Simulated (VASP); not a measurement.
# Sb (R-3m) in VASP: further runs, part 2 of 2

VASP 6.6.1. Earlier steps stand in the parts before.

### Step 5. Relaxation of shape and atoms at fixed volume, PBE+D3(BJ) (29.04 Å³/atom)

This run uses another cell than the first one, of 29.04 Å³/atom.

Contents of INCAR:

```
ALGO = Normal
EDIFF = 1E-6
EDIFFG = -0.001
ENCUT = 600
GGA = PE
IBRION = 2
ISIF = 4
ISMEAR = -1
IVDW = 12
LASPH = T
LCHARG = F
LREAL = F
LWAVE = F
NELM = 100
NSW = 80
PREC = Accurate
SIGMA = 0.15
```

Contents of KPOINTS:

```
k-points
0
Gamma
  12 12 12
```

Contents of POSCAR:

```
Sb
1.0
    2.1438886122      1.2377746674      3.6481004400
   -2.1438886122      1.2377746674      3.6481004400
    0.0000000000     -2.4755493347      3.6481004400
Sb
2
Direct
    0.2371686732      0.2371686732      0.2371686732
    0.7628313268      0.7628313268      0.7628313268
```

Potentials or basis: VASP PAW PBE potentials, release 64 (Sb).

Run with:

```
cat potpaw_PBE.64/Sb/POTCAR > POTCAR
mpirun -np 1 vasp_std > vasp.out
```

OUTCAR:

```text
EDIFF = 1E-6
   EDIFFG = -0.001
   ENCUT = 600
   GGA = PE
   IBRION = 2
   ISIF = 4
   ISMEAR = -1
   IVDW = 12
   LASPH = T
   LREAL = F
   NELM = 100
   NSW = 80
   PREC = Accurate
 IVDW          = 12

 ion  position               nearest neighbor table
   1  0.237  0.237  0.237-   2 2.92   2 2.92   2 2.92   2 3.25   2 3.25   2 3.25
   2  0.763  0.763  0.763-   1 2.92   1 2.92   1 2.92   1 3.25   1 3.25   1 3.25

  LATTYP: Found a trigonal (rhomboedric) cell.
 ALAT       =     4.4087391995
 COS(alpha) =     0.5270604726

  Lattice vectors:

 A1 = (   2.1438886122,   1.2377746674,   3.6481004400)
 A2 = (  -2.1438886122,   1.2377746674,   3.6481004400)
 A3 = (   0.0000000000,  -2.4755493347,   3.6481004400)

Analysis of symmetry for initial positions (statically):
=====================================================================
 Subroutine PRICEL returns:
 Original cell was already a primitive cell.

 Routine SETGRP: Setting up the symmetry group for a
 trigonal (rhombohedral) supercell.

 Subroutine GETGRP returns: Found 12 space group operations
 (whereof 12 operations were pure point group operations)
 out of a pool of 12 trial point group operations.

The static configuration has the point symmetry D_3d.

Analysis of symmetry for dynamics (positions and initial velocities):
=====================================================================
 Subroutine PRICEL returns:
 Original cell was already a primitive cell.

 Routine SETGRP: Setting up the symmetry group for a
 trigonal (rhombohedral) supercell.

[... 149 lines left out ...]
  ---------------------------------------------------
  free energy    TOTEN  =        -8.22998386 eV

  energy without entropy =       -8.19030498  energy(sigma->0) =       -8.21014442

------------------------ aborting loop because EDIFF is reached ----------------------------------------

 Edisp (eV)   -0.98427

 E8    (eV) :    -0.4592
[... 231 lines left out ...]
--------------------------------------- Ionic step        7  -------------------------------------------

 number of electron      10.0000000 magnetization

 Free energy of the ion-electron system (eV)
  ---------------------------------------------------
  ext. energy  EPLUGINS =         0.00000000
  ---------------------------------------------------
  free energy    TOTEN  =        -8.23252014 eV

  energy without entropy =       -8.18768661  energy(sigma->0) =       -8.21010337

 E-fermi :   7.6042     XC(G=0):  -9.7205

 val. band max:        7.5963722523   @ k =   0.3333   0.2500   0.2500
 cond. band min:       7.6118663441   @ k =  -0.4167   0.5000   0.4167
 fundamental gap:      0.0154940918
 Fermi energy:         7.6042132646

 k-point     1 :       0.0000    0.0000    0.0000
  band No.  band energies     occupation
      1      -5.1694      2.00000
      2       3.1687      2.00000
      3       5.7047      1.99999
      4       5.8673      1.99998
      5       5.8673      1.99998
      6      10.3302      0.00000
      7      10.6741      0.00000
      8      10.6741      0.00000
      9      12.5499      0.00000
[... 265 lines left out ...]
 k-point    24 :      -0.4167    0.1667    0.0000
  band No.  band energies     occupation
      1      -2.5191      2.00000
      2      -1.8875      2.00000
      3       3.9931      2.00000
      4       5.5603      2.00000
      5       6.0110      1.99995
      6       8.6018      0.00258
      7       9.1574      0.00006
      8      10.9374      0.00000
      9      14.4397      0.00000

 [... further k-points ...]

------------------------ aborting loop because EDIFF is reached ----------------------------------------

 Edisp (eV)   -0.98424

 E8    (eV) :    -0.4591
[... 25 lines left out ...]
  FREE ENERGIE OF THE ION-ELECTRON SYSTEM (eV)
  ---------------------------------------------------
  free  energy   TOTEN  =        -9.2167554667 eV

  energy  without entropy=       -9.1719219448  energy(sigma->0) =       -9.19433871

 reached required accuracy - stopping structural energy minimisation
```

CONTCAR:

```text
Sb
   1.00000000000000
     2.1505249345778528    1.2416061499133488    3.6256197746285639
    -2.1505249345778528    1.2416061499133488    3.6256197746285639
    -0.0000000000000000   -2.4832122997206723    3.6256197746266245
  Sb
     2
Direct
     0.2389073705513599    0.2389073705513599    0.2389073705513600
     0.7610926294486401    0.7610926294486401    0.7610926294486399

  0.00000000E+00  0.00000000E+00  0.00000000E+00
  0.00000000E+00  0.00000000E+00  0.00000000E+00
```

Run time: 5 min. Hardware: 1 thread of Intel Xeon 8259CL, shared host; peak memory 0.3 GiB.

Results:

```
Free energy                : -9.2168 eV
Energy gained by relaxing  : 1.2 meV/atom
Ionic steps                : 7
Pressure after relaxing    : 0.8 GPa
Band gap on the k mesh     : zero (bands 5 and 6 overlap by 0.36 eV)
Dispersion energy per atom : -0.492 eV
```

The path:
```csv
step,energy change (eV),largest force (eV/Å),pressure (GPa),volume (Å³)
1,0.0000,0.1275,1.32,58.08
2,-0.0013,0.0813,1.15,58.08
3,-0.0023,0.0290,0.73,58.08
4,-0.0024,0.0071,0.82,58.08
5,-0.0024,0.0043,0.83,58.08
6,-0.0025,0.0024,0.82,58.08
7,-0.0025,0.0005,0.82,58.08
```

Final structure:
```yaml
crystal:
  lattice:
    - [2.15052, 1.24161, 3.62562]
    - [-2.15052, 1.24161, 3.62562]
    - [0.00000, -2.48321, 3.62562]
  atoms:
    - { symbol: Sb, position: [0.23891, 0.23891, 0.23891] }
    - { symbol: Sb, position: [0.76109, 0.76109, 0.76109] }
```

Caveat: spin-orbit coupling is left out, which moves the levels of the heavy elements.

### Step 6. Overview

```tsv
task	cell	cutoff (eV)	smearing	gap on the mesh (eV)	pressure (GPa)	largest force (eV/Å)
single point	a = 4.446 Å, angles 58.2°, 2 atoms, atomic positions A	520	gaussian 0.1 eV	none	0.1	0.04
single point	a = 4.439 Å, angles 58.2°, 2 atoms, atomic positions B	520	fermi-dirac 0.15 eV	none	0.1	0.04
single point	a = 4.480 Å, angles 57.9°, 2 atoms, atomic positions A	520	fermi-dirac 0.15 eV	none	-0.7	0.03
relaxation of shape and atoms at fixed volume	relaxed from a = 4.409 Å, angles 58.2°, 2 atoms, atomic positions B	600	fermi-dirac 0.15 eV	none	0.8	-
```

Alike in all rows: level PBE+D3(BJ); potentials or basis VASP PAW PBE potentials, release 64 (Sb); no spin polarisation; k mesh 12 × 12 × 12.

Caveats: spin-orbit coupling is left out, which moves the levels of the heavy elements.

Total energies depend on the potentials used, so only differences within one code and one set of settings carry meaning.
